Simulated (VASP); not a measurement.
Set up this calculation in VASP 6.6.1, as the native input.

| Property | Result |
| --- | --- |
| Task | single point |
| Functional | r2SCAN |
| Potentials or basis | VASP PAW PBE potentials, release 64 (Si, O) |
| Cutoff | 520 eV |
| k mesh | 4 × 4 × 4 |
| Occupations | gaussian, width 0.02 eV |
| Spin | no spin polarisation |
| Dipole correction | no |
| Further INCAR settings | LREAL = Auto; ALGO = Normal; EDIFF = 1e-06; NBANDS = 53 |

The system is SiO2.

```
CELL_PARAMETERS angstrom
6.75529 0.00000 0.00000
0.00000 6.75529 0.00000
0.00000 0.00000 6.11566
ATOMIC_POSITIONS crystal
Si 0.27105 0.00000 0.11914
Si 0.00000 0.72895 0.88086
Si 0.00000 0.27105 0.88086
Si 0.72895 0.00000 0.11914
Si 0.00000 0.00000 0.50000
O 0.20255 0.00000 0.36720
O 0.00000 0.79745 0.63280
O 0.00000 0.20255 0.63280
O 0.79745 0.00000 0.36720
O 0.19634 0.19634 0.00000
O 0.19634 0.80366 0.00000
O 0.80366 0.19634 0.00000
O 0.80366 0.80366 0.00000
O 0.50000 0.00000 0.11058
O 0.00000 0.50000 0.88942
```

The input as run:

POSCAR

```
SiO2
1.0
    6.7552873071      0.0000000000      0.0000000000
    0.0000000000      6.7552873071      0.0000000000
    0.0000000000      0.0000000000      6.1156605801
Si O
5 10
Direct
    0.2710537069      0.0000000000      0.1191426280
    0.0000000000      0.7289462931      0.8808573720
    0.0000000000      0.2710537069      0.8808573720
    0.7289462931      0.0000000000      0.1191426280
    0.0000000000      0.0000000000      0.5000000000
    0.2025466224      0.0000000000      0.3672046908
    0.0000000000      0.7974533776      0.6327953092
    0.0000000000      0.2025466224      0.6327953092
    0.7974533776      0.0000000000      0.3672046908
    0.1963445454      0.1963445454      0.0000000000
    0.1963445454      0.8036554546      0.0000000000
    0.8036554546      0.1963445454      0.0000000000
    0.8036554546      0.8036554546      0.0000000000
    0.5000000000      0.0000000000      0.1105787415
    0.0000000000      0.5000000000      0.8894212585
```

INCAR.step1

```
SYSTEM = SiO2
ALGO = Normal
EDIFF = 1E-4
ENCUT = 520
GGA = PE
ISMEAR = 0
LASPH = .True.
LCHARG = .False.
LREAL = Auto
LWAVE = .True.
NBANDS = 53
NELM = 80
PREC = Accurate
SIGMA = 0.02
```

INCAR.step2

```
SYSTEM = SiO2
ALGO = Normal
EDIFF = 1E-6
ENCUT = 520
ISIF = 2
ISMEAR = 0
ISTART = 1
LASPH = .True.
LCHARG = .False.
LMIXTAU = .True.
LREAL = Auto
LWAVE = .False.
METAGGA = R2SCAN
NBANDS = 53
NELM = 80
PREC = Accurate
SIGMA = 0.02
```

KPOINTS

```
k-points
0
Gamma
  4 4 4
  0 0 0
```

Potentials or basis: VASP PAW PBE potentials, release 64 (Si, O).

The run is started by

```bash
$ cat potpaw_PBE.64/Si/POTCAR potpaw_PBE.64/O/POTCAR > POTCAR
$ cp INCAR.step1 INCAR
$ mpirun -np 1 vasp_std > vasp.out
$ cp INCAR.step2 INCAR
$ mpirun -np 1 vasp_std > vasp.out
```

Results of the run:

```json
{
 "Pressure": "9.4 GPa",
 "Largest force": "0.135 eV/Å",
 "Band gap on the k mesh": "6.41 eV (least direct gap 6.47 eV)"
}
```

Caveat: the cell stands under pressure; the PAW data sets were made with another functional, which shifts forces and pressure a little.

It took 19 min on 1 thread of Oxide Virtual Turin-like Processor, on a shared host, peak memory 0.42 GiB.
